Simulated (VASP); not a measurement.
# HfC (P6_3/mmc) in VASP: further runs

HfC is run at these levels: LDA; tasks: single point.

All numbers are computed with VASP 6.6.1; they aren't measurements. Logs are shortened: lines on timing, memory, paths and dates and some standing lists are left out, and cuts for length are marked.

### Step 1. The cell of the first run

Symmetry: P6_3/mmc, No. 194, hexagonal system. The conventional cell has a = 3.203 Å, b = 3.203 Å, c = 4.986 Å, α = 90.00°, β = 90.00°, γ = 120.00°. Within 2.9 Å of Hf (site symmetry -6m2) lie 6 C at 2.23 Å. C (site symmetry -3m) has 6 Hf at 2.23 Å and 2 C at 2.49 Å within 2.9 Å.

### Step 2. Single point, LDA

File INCAR:

```
PREC = Accurate
ENCUT = 520
EDIFF = 1E-6
ISMEAR = 0
SIGMA = 0.1
LREAL = F
LASPH = T
NELM = 80
ALGO = Normal
ISIF = 2
LWAVE = F
LCHARG = T
LELF = T
LVHAR = T
NBANDS = 22
```

File KPOINTS:

```
regular mesh
0
Gamma
  8 8 5
```

File POSCAR:

```
HfC
1.0
    3.2034149064      0.0000000000      0.0000000000
   -1.6017074532      2.7742388052      0.0000000000
    0.0000000000      0.0000000000      4.9856774340
Hf C
2 2
Direct
    0.6666666667      0.3333333333      0.7500000000
    0.3333333333      0.6666666667      0.2500000000
    0.0000000000      0.0000000000      0.0000000000
    0.0000000000      0.0000000000      0.5000000000
```

Potentials or basis: VASP PAW LDA potentials, release 64 (Hf_pv, C).

Launch:

```console
$ cat potpaw_LDA.64/Hf_pv/POTCAR potpaw_LDA.64/C/POTCAR > POTCAR
$ mpirun -np 1 vasp_std > vasp.out
```

OUTCAR:

```text
PREC = Accurate
   ENCUT = 520
   EDIFF = 1E-6
   ISMEAR = 0
   LREAL = F
   LASPH = T
   NELM = 80
   ISIF = 2

 ion  position               nearest neighbor table
   1  0.667  0.333  0.750-   3 2.23   4 2.23   3 2.23   4 2.23   3 2.23   4 2.23   2 3.10   2 3.10
                             2 3.10   2 3.10   2 3.10   2 3.10
   2  0.333  0.667  0.250-   3 2.23   4 2.23   3 2.23   4 2.23   3 2.23   4 2.23   1 3.10   1 3.10
                             1 3.10   1 3.10   1 3.10   1 3.10
   3  0.000  0.000  0.000-   1 2.23   2 2.23   1 2.23   2 2.23   1 2.23   2 2.23
   4  0.000  0.000  0.500-   1 2.23   2 2.23   1 2.23   2 2.23   1 2.23   2 2.23

  LATTYP: Found a hexagonal cell.
 ALAT       =     3.2034149064
 C/A-ratio  =     1.5563633122

  Lattice vectors:

 A1 = (   3.2034149064,   0.0000000000,   0.0000000000)
 A2 = (  -1.6017074532,   2.7742388052,   0.0000000000)
 A3 = (   0.0000000000,   0.0000000000,   4.9856774340)

Analysis of symmetry for initial positions (statically):
=====================================================================
 Subroutine PRICEL returns:
 Original cell was already a primitive cell.

 Routine SETGRP: Setting up the symmetry group for a
 hexagonal supercell.

 Subroutine GETGRP returns: Found 24 space group operations
 (whereof 12 operations were pure point group operations)
 out of a pool of 24 trial point group operations.

The static configuration has the point symmetry D_3d.
 The point group associated with its full space group is D_6h.

Analysis of symmetry for dynamics (positions and initial velocities):
=====================================================================
 Subroutine PRICEL returns:
 Original cell was already a primitive cell.

 Routine SETGRP: Setting up the symmetry group for a
 hexagonal supercell.

 Subroutine GETGRP returns: Found 24 space group operations
 (whereof 12 operations were pure point group operations)
 out of a pool of 24 trial point group operations.

The dynamic configuration has the point symmetry D_3d.
 The point group associated with its full space group is D_6h.

 Subroutine INISYM returns: Found 24 space group operations
 (whereof 12 operations are pure point group operations),
 and found     1 'primitive' translations

----------------------------------------------------------------------------------------

                                     Primitive cell

  volume of cell :      44.3079

  direct lattice vectors                    reciprocal lattice vectors
     3.203414906  0.000000000  0.000000000     0.312166869  0.180229618  0.000000000
    -1.601707453  2.774238805  0.000000000     0.000000000  0.360459236  0.000000000
     0.000000000  0.000000000  4.985677434     0.000000000  0.000000000  0.200574548

  length of vectors
     3.203414906  3.203415008  4.985677434     0.360459247  0.360459236  0.200574548

  position of ions in fractional coordinates (direct lattice)
     0.666666667  0.333333333  0.750000000
     0.333333333  0.666666667  0.250000000
     0.000000000  0.000000000  0.000000000
     0.000000000  0.000000000  0.500000000

  ion indices of the primitive-cell ions
   primitive index   ion index
                 1           1
                 2           2
                 3           3
                 4           4

----------------------------------------------------------------------------------------

 KPOINTS: regular mesh

Automatic generation of k-mesh.
 Grid dimensions read from file:
 generate k-points for:    8    8    5

 Generating k-lattice:

  Cartesian coordinates                     Fractional coordinates (reciprocal lattice)
     0.039020859  0.022528702  0.000000000     0.125000000  0.000000000  0.000000000
     0.000000000  0.045057404  0.000000000     0.000000000  0.125000000  0.000000000
     0.000000000  0.000000000  0.040114910     0.000000000  0.000000000  0.200000000

  Length of vectors
     0.045057406  0.045057404  0.040114910

  Shift w.r.t. Gamma in fractional coordinates (k-lattice)
     0.000000000  0.000000000  0.000000000

 Subroutine IBZKPT returns following result:
 ===========================================

 Found     30 irreducible k-points:

 Following reciprocal coordinates:
            Coordinates               Weight
  0.000000  0.000000  0.000000      1.000000
  0.125000 -0.000000  0.000000      6.000000
  0.250000 -0.000000  0.000000      6.000000
  0.375000 -0.000000  0.000000      6.000000
  0.500000 -0.000000  0.000000      3.000000
  0.125000  0.125000  0.000000      6.000000
[... 16 lines left out ...]
  0.250000 -0.000000  0.400000     12.000000
  0.375000 -0.000000  0.400000     12.000000
 [... further k-points ...]
   k-points           NKPTS =     30   k-points in BZ     NKDIM =     30   number of bands    NBANDS=     22
   number of dos      NEDOS =    301   number of ions     NIONS =      4
   total plane-waves  NPLWV =  23040
   dimension x,y,z NGX =    24 NGY =   24 NGZ =   40
   dimension x,y,z NGXF=    48 NGYF=   48 NGZF=   80
   ions per type =               2   2
   NGX,Y,Z   is equivalent  to a cutoff of  12.46, 12.46, 13.34 a.u.
   NGXF,Y,Z  is equivalent  to a cutoff of  24.91, 24.91, 26.68 a.u.
 SYSTEM =  unknown system
   PREC   = accura    normal or accurate (medium, high low for compatibility)
   ISTART =      0    job   : 0-new  1-cont  2-samecut
   ICHARG =      2    charge: 1-file 2-atom 10-const
   ISPIN  =      1    spin polarized calculation?
   LNONCOLLINEAR =      F non collinear calculations
   LSORBIT =      F    spin-orbit coupling
   LASPH  =      T    aspherical Exc in radial PAW
   ENCUT  =  520.0 eV  38.22 Ry    6.18 a.u.   5.96  5.96  9.27*2*pi/ulx,y,z
   NELM   =     80;   NELMIN=  2; NELMDL= -5     # of ELM steps
   EDIFF  = 0.1E-05   stopping-criterion for ELM
   LREAL  =      F    real-space projection
   EDIFFG = 0.1E-04   stopping-criterion for IOM
   NSW    =      0    number of steps for IOM
   IBRION =     -1    ionic relax: 0-MD 1-quasi-New 2-CG
   NFREE  =      0    steps in history (QN), initial steepest desc. (CG)
   ISIF   =      2    stress and relaxation
   ISYM   =      2    0-nonsym 1-usesym 2-fastsym
   POTIM  = 0.5000    time-step for ionic-motion
   TEBEG  =    0.0;   TEEND  =   0.0 temperature during run
   PSTRESS=    0.0 pullay stress
   NELECT =      28.0000    total number of electrons
   NUPDOWN=      -1.0000    fix difference up-down
   EMIN   =  10.00;   EMAX   =-10.00  energy-range for DOS
   EFERMI =   0.00;   METHOD = LEGACY
   ISMEAR =     0;   SIGMA  =   0.10  broadening in eV -4-tet -1-fermi 0-gaus
   EFERMI_NEDOS =   21; number of points for ismear=-14 and -15
   IALGO  =     38    algorithm
   IMIX   =      4    mixing-type and parameters
     AMIX     =   0.40;   BMIX     =  1.00
     AMIX_MAG =   1.60;   BMIX_MAG =  1.00
  volume/ion in A,a.u.               =      11.08        74.75
  Fermi-wavevector in a.u.,A,eV,Ry     =   1.404862  2.654805 26.852978  1.973638
  Thomas-Fermi vector in A             =   2.527381
   LORBIT       =      0    0 simple, 1 ext, 2 COOP (PROOUT), +10 PAW based schemes
   GGA     = CA    functional components
   LHFCALC =     F    Hartree Fock is set to
   AEXX    =    0.0000 exact exchange contribution
   IVDW    =     0    specifies the selected vdW correction
   LEPSILON=     F    determine dielectric tensor
   LRPA    =     F    only Hartree local field effects (RPA)
 non-spin polarized calculation
 Gauss-broadening in eV      SIGMA  =   0.10
  energy-cutoff  :      520.00
  volume of cell :       44.31
 maximum number of plane-waves:      1208
 NGX is ok and might be reduce to    24
   NGX = 11   NGY = 11   NGZ = 19

 number of electron      28.0000002 magnetization

 Free energy of the ion-electron system (eV)
  ---------------------------------------------------
  ext. energy  EPLUGINS =         0.00000000
  ---------------------------------------------------
  free energy    TOTEN  =       -44.79274737 eV

  energy without entropy =      -44.78869088  energy(sigma->0) =      -44.79071912

 E-fermi :   7.1696     XC(G=0): -13.1104

 val. band max:        7.1394738297   @ k =   0.0000   0.0000   0.2000
 cond. band min:       7.1992879862   @ k =   0.2500   0.2500   0.2000
 fundamental gap:      0.0598141565
 Fermi energy:         7.1695938697

 k-point     1 :       0.0000    0.0000    0.0000
  band No.  band energies     occupation
      1     -22.9318      2.00000
      2     -22.0033      2.00000
      3     -22.0033      2.00000
      4     -21.8685      2.00000
      5     -21.8685      2.00000
      6     -21.7388      2.00000
[... 14 lines left out ...]
     21      12.3411      0.00000
     22      16.6916      0.00000

 k-point     2 :       0.1250   -0.0000    0.0000
  band No.  band energies     occupation
      1     -22.8743      2.00000
      2     -22.1259      2.00000
      3     -22.0492      2.00000
      4     -21.9798      2.00000
      5     -21.8719      2.00000
      6     -21.7606      2.00000
[... 14 lines left out ...]
     21      13.1223      0.00000
     22      16.0165      0.00000

 k-point     3 :       0.2500   -0.0000    0.0000
  band No.  band energies     occupation
      1     -22.7192      2.00000
      2     -22.4201      2.00000
      3     -22.2277      2.00000
      4     -22.1449      2.00000
      5     -21.8942      2.00000
      6     -21.8286      2.00000
[... 14 lines left out ...]
     21      14.9434      0.00000
     22      14.9861      0.00000

 k-point     4 :       0.3750   -0.0000    0.0000
  band No.  band energies     occupation
      1     -22.7041      2.00000
      2     -22.5204      2.00000
      3     -22.4576      2.00000
      4     -22.2306      2.00000
      5     -21.9390      2.00000
      6     -21.9249      2.00000
[... 14 lines left out ...]
     21      14.3091      0.00000
     22      15.3978      0.00000

 k-point     5 :       0.5000   -0.0000    0.0000
  band No.  band energies     occupation
      1     -22.8179      2.00000
      2     -22.5491      2.00000
      3     -22.4029      2.00000
      4     -22.2644      2.00000
      5     -22.0196      2.00000
      6     -21.9389      2.00000
[... 14 lines left out ...]
     21      13.7549      0.00000
     22      14.7791      0.00000

 k-point     6 :       0.1250    0.1250    0.0000
  band No.  band energies     occupation
      1     -22.7677      2.00000
      2     -22.2711      2.00000
      3     -22.2666      2.00000
      4     -22.0393      2.00000
      5     -21.9211      2.00000
      6     -21.8057      2.00000
[... 14 lines left out ...]
     21      14.1355      0.00000
     22      15.1551      0.00000

 k-point     7 :       0.2500    0.1250    0.0000
  band No.  band energies     occupation
      1     -22.5871      2.00000
      2     -22.5694      2.00000
      3     -22.4173      2.00000
      4     -22.1770      2.00000
      5     -21.9781      2.00000
      6     -21.8982      2.00000
[... 324 lines left out ...]
      6     -22.0093      2.00000
[... 14 lines left out ...]
     21      15.8701      0.00000
     22      16.3530      0.00000

 k-point    21 :       0.0000    0.0000    0.4000
  band No.  band energies     occupation
      1     -22.5494      2.00000
      2     -22.1826      2.00000
      3     -21.9568      2.00000
      4     -21.9568      2.00000
      5     -21.9151      2.00000
      6     -21.9151      2.00000
[... 14 lines left out ...]
     21      12.9119      0.00000
     22      13.6868      0.00000

 k-point    22 :       0.1250   -0.0000    0.4000
  band No.  band energies     occupation
      1     -22.5511      2.00000
      2     -22.2570      2.00000
      3     -22.0337      2.00000
      4     -21.9884      2.00000
      5     -21.9455      2.00000
      6     -21.9336      2.00000
[... 14 lines left out ...]
     21      13.7154      0.00000
     22      13.7999      0.00000

 k-point    23 :       0.2500   -0.0000    0.4000
  band No.  band energies     occupation
      1     -22.6225      2.00000
      2     -22.4812      2.00000
      3     -22.1381      2.00000
      4     -22.0596      2.00000
      5     -21.9822      2.00000
      6     -21.9683      2.00000
[... 14 lines left out ...]
     21      15.0623      0.00000
     22      15.2181      0.00000

 k-point    24 :       0.3750   -0.0000    0.4000
  band No.  band energies     occupation
      1     -22.7945      2.00000
      2     -22.7067      2.00000
      3     -22.1296      2.00000
      4     -22.1272      2.00000
      5     -22.0327      2.00000
      6     -21.9763      2.00000
[... 14 lines left out ...]
     21      15.7455      0.00000
     22      16.0182      0.00000

 [... further k-points ...]
[... 5 lines left out ...]
  --------------------------------------------------------------------------------------
  -------------------------------------------------------------------------------------
  Total        6.3636390      6.3636396      6.7243163      0.0000000     -0.0000000      0.0000000
  in kB      230.1096906    230.1097101    243.1518080      0.0000000     -0.0000000      0.0000000
  external PRESSURE =     234.4570696 kB  Pullay stress =       0.0000000 kB

 VOLUME and BASIS-vectors are now :
 -----------------------------------------------------------------------------
  energy-cutoff  :      520.00
  volume of cell :       44.31
      direct lattice vectors                 reciprocal lattice vectors
     3.203414906  0.000000000  0.000000000     0.312166869  0.180229618  0.000000000
    -1.601707453  2.774238805  0.000000000     0.000000000  0.360459236  0.000000000
     0.000000000  0.000000000  4.985677434     0.000000000  0.000000000  0.200574548

 POSITION                                       TOTAL-FORCE (eV/Angst)
 -----------------------------------------------------------------------------------
      1.60171      0.92475      3.73926         0.000000      0.000000      0.000000
     -0.00000      1.84949      1.24642         0.000000     -0.000000      0.000000
      0.00000      0.00000      0.00000        -0.000000      0.000000      0.000000
      0.00000      0.00000      2.49284        -0.000000      0.000000      0.000000
 -----------------------------------------------------------------------------------
    total drift:                               -0.000000      0.000000     -0.000000

  FREE ENERGIE OF THE ION-ELECTRON SYSTEM (eV)
  ---------------------------------------------------
  free  energy   TOTEN  =       -44.7927473660 eV

  energy  without entropy=      -44.7886908814  energy(sigma->0) =      -44.79071912
```

Run time: 32 s. Hardware: 1 thread of Intel Xeon 6975P-C, shared host; peak memory 0.16 GiB.

What came out:

```yaml
Free_energy: -44.7927 eV
Pressure: 23.4 GPa
Band_gap_on_the_k_mesh: zero (band 14 reaches 8.36 eV, above the bottom of band 15 at 7.10 eV)
```

Stress tensor (GPa, compression positive):
```
23.01  0.00  0.00
 0.00 23.01  0.00
 0.00  0.00 24.32
```

Caveat: spin-orbit coupling is left out, which moves the levels of the heavy elements.

### Step 3. Single point, LDA

This run uses another cell than the first one, of 11.58 Å³/atom, 1.045 times its volume.

File INCAR:

```
PREC = Accurate
ENCUT = 520
EDIFF = 1E-7
ISMEAR = 0
SIGMA = 0.1
LREAL = False
LASPH = True
NELM = 60
ALGO = Normal
ISIF = 2
LWAVE = False
LCHARG = False
GGA = CA
NBANDS = 22
```

File KPOINTS:

```
Automatic mesh
0
Gamma
  8 8 5
```

File POSCAR:

```
HfC
1.0
    3.2512341191      0.0000000000      0.0000000000
   -1.6256170596      2.8156514600      0.0000000000
    0.0000000000      0.0000000000      5.0601015024
Hf C
2 2
Direct
    0.6666666667      0.3333333333      0.7500000000
    0.3333333333      0.6666666667      0.2500000000
    0.0000000000      0.0000000000      0.0000000000
    0.0000000000      0.0000000000      0.5000000000
```

Potentials or basis: VASP PAW LDA potentials, release 64 (Hf_pv, C).

Launch:

```console
$ cat potpaw_LDA.64/Hf_pv/POTCAR potpaw_LDA.64/C/POTCAR > POTCAR
$ mpirun -np 1 vasp_std > vasp.out
```

Wall time 39 s (1 thread of Intel Xeon 6975P-C, shared host); peak memory 0.16 GiB.

It converged, with:

* Free energy: -44.9931 eV
* Pressure: 8.8 GPa
* Band gap on the k mesh: zero (band 14 reaches 7.98 eV, above the bottom of band 15 at 6.75 eV)

Stress tensor (GPa, compression positive):
```
 8.21  0.00  0.00
 0.00  8.21  0.00
 0.00  0.00 10.13
```

Levels at points of the mesh, in eV from the Fermi level:
```
           k point  band 10  band 11  band 12  band 13  band 14  band 15  band 16  band 17  band 18  band 19
(0.00, 0.00, 0.00)    -3.18    -3.18    -1.15    -1.15     1.17     1.60     1.60     2.15     2.15     2.65
(0.50, 0.00, 0.00)    -3.94    -3.61    -3.18    -1.77    -0.85     1.78     4.83     5.36     5.42     6.20
```

Caveat: spin-orbit coupling is left out, which moves the levels of the heavy elements.
